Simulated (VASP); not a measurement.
A run of VASP 6.6.1 is set up as follows.

INCAR

```
SYSTEM = MnSbBrF2
ALGO     = Normal         ! electronic algorithm
EDIFF    = 1E-6           ! SCF threshold, eV
ENCUT    = 520            ! plane-wave cutoff, eV
GGA      = PE             ! functional
ISIF     = 2              ! what is computed and relaxed
ISMEAR   = -1             ! smearing method
LASPH    = .TRUE.         ! aspherical terms in the spheres
LCHARG   = .FALSE.        ! write CHGCAR
LREAL    = .FALSE.        ! projectors in reciprocal space
LWAVE    = .FALSE.        ! write WAVECAR
NBANDS   = 50             ! bands
NELM     = 80             ! most SCF steps
PREC     = Accurate       ! precision mode
SIGMA    = 0.0767         ! smearing width, eV
```

File KPOINTS:

```
k-points
0
G
  5 5 2
  0 0 0
```

POSCAR

```
MnSbBrF2
1.0
    0.0000000000      3.6394180000      0.0000000000
    5.9866250000     -1.8197090000      0.0000000000
    0.1580930000      0.0000000000     -9.0572370000
Mn Sb F Br
2 2 4 2
Direct
    0.0000000000      0.0000000000      0.5000000000
    0.0000000000      0.0000000000      0.0000000000
    0.2910000000      0.5820000000      0.8094000000
    0.7090000000      0.4180000000      0.1906000000
    0.9240000000      0.8480000000      0.7570000000
    0.0760000000      0.1520000000      0.2430000000
    0.3600000000      0.7200000000      0.0488400000
    0.6400000000      0.2800000000      0.9511600000
    0.3660000000      0.7320000000      0.4299000000
    0.6340000000      0.2680000000      0.5701000000
```

Potentials or basis: VASP PAW PBE potentials, release 64 (Mn_pv, Sb, F, Br).

Command:

```bash
$ cat potpaw_PBE.64/Mn_pv/POTCAR potpaw_PBE.64/Sb/POTCAR potpaw_PBE.64/F/POTCAR potpaw_PBE.64/Br/POTCAR > POTCAR
$ mpirun -np 1 vasp_std > vasp.out
```

Predict the pressure.

-5.2 GPa.

What does it give for the band gap on the k mesh?

Zero (bands 39 and 40 overlap by 0.02 eV).

Predict the largest force.

1.040 eV/Å.

Forces on the atoms (eV/Å):
```
Mn   0.000  0.000  0.000
Mn   0.000  0.000  0.000
Sb  -0.200  0.000 -0.594
Sb   0.200  0.000  0.594
F    0.882  0.000  0.070
F   -0.882  0.000 -0.070
F    0.883  0.000  0.549
F   -0.883  0.000 -0.549
Br   0.820  0.000 -0.451
Br  -0.820  0.000  0.451
```

Caveat: the k points lie up to 0.36 Å⁻¹ apart; spin-orbit coupling is left out, which moves the levels of the heavy elements; the run has no spin polarisation, though such a crystal can be magnetic; semilocal functionals often make such compounds metallic where correlation or magnetic order opens a gap, which also shifts bond lengths; forces of over 1 eV/Å act on the atoms, so gaps and moduli don't describe the material at rest. With open d or f shells a metallic result of PBE can be an artefact of self-interaction; +U or a hybrid may open a gap.
